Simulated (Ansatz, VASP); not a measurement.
CoSi2 in VASP and in Ansatz

Contents of INCAR:

```
SYSTEM = CoSi2
PREC = Accurate ; ENCUT = 690
EDIFF = 1E-6 ; ISMEAR = -5
SIGMA = 0.05 ; LREAL = .FALSE.
LASPH = .TRUE. ; NELM = 200
ALGO = Normal ; ISIF = 2
LWAVE = .FALSE. ; LCHARG = .FALSE.
ISPIN = 2 ; MAGMOM = 4 0 0
LORBIT = 11 ; NUPDOWN = 4.0
LMAXMIX = 4 ; GGA = B5
ALDAX = 1.0 ; AGGAX = 1.0
AGGAC = 1.0 ; ALDAC = 0.0
IVDW = 13 ; VDW_S6 = 1.0
VDW_S8 = 2.34076671 ; VDW_A1 = 0.44488865
VDW_A2 = 4.0933009 ; NBANDS = 24
GGA_COMPAT = .FALSE.
```

KPOINTS

```
regular mesh
0
G
  9 9 9
  0 0 0
```

POSCAR

```
CoSi2
1.0
    0.0000000000      2.6418063740      2.6418063740
    2.6418063740      0.0000000000      2.6418063740
    2.6418063740      2.6418063740      0.0000000000
Co Si
1 2
Direct
    0.0000000000      0.0000000000      0.0000000000
    0.7500000000      0.7500000000      0.7500000000
    0.2500000000      0.2500000000      0.2500000000
```

Contents of input.yaml:

```yaml
crystal:
  lattice:
    - [0.0, 2.641806374, 2.641806374]
    - [2.641806374, 0.0, 2.641806374]
    - [2.641806374, 2.641806374, 0.0]
  atoms:
    - { symbol: Co, position: [0.0, 0.0, 0.0], spin: 4.0 }
    - { symbol: Si, position: [0.75, 0.75, 0.75] }
    - { symbol: Si, position: [0.25, 0.25, 0.25] }
hamiltonian:
  xc: blyp
  pseudopotentials: { kind: paw }
  dispersion: d4
magnetization:
  spin_polarized: true
  initial_magnetization: 4.0
  spin_locking: { lock_magnetization: hard }
kpoints:
  mp_grid: { grid: [9, 9, 9] }
scf:
  occupations: { method: tetrahedron }
output:
  forces: true
  stress: true
```

Alike in both runs: task single point; functional BLYP; dispersion D4; k mesh 9 × 9 × 9; occupations tetrahedron; collinear spin; fixed moment 4 μB.

|  | VASP | Ansatz |
| --- | --- | --- |
| version | VASP 6.6.1 | Ansatz 0.2.0 |
| potentials or method | VASP PAW PBE potentials, release 64 (Co_sv, Si) | Ansatz PAW |
| plane-wave cutoff (eV) | 690 | 420 |
| valence electrons in the cell | 25 | 25 |

```tsv
	VASP	Ansatz	Ansatz less VASP
net moment per atom (μB)	1.33	1.33	0.000
size of the moment on the site where the two differ most (μB)	2.06	2.10	+0.044
```

VASP's potentials were made for PBE, not for BLYP. Site moments also hang on the region over which each program counts them.
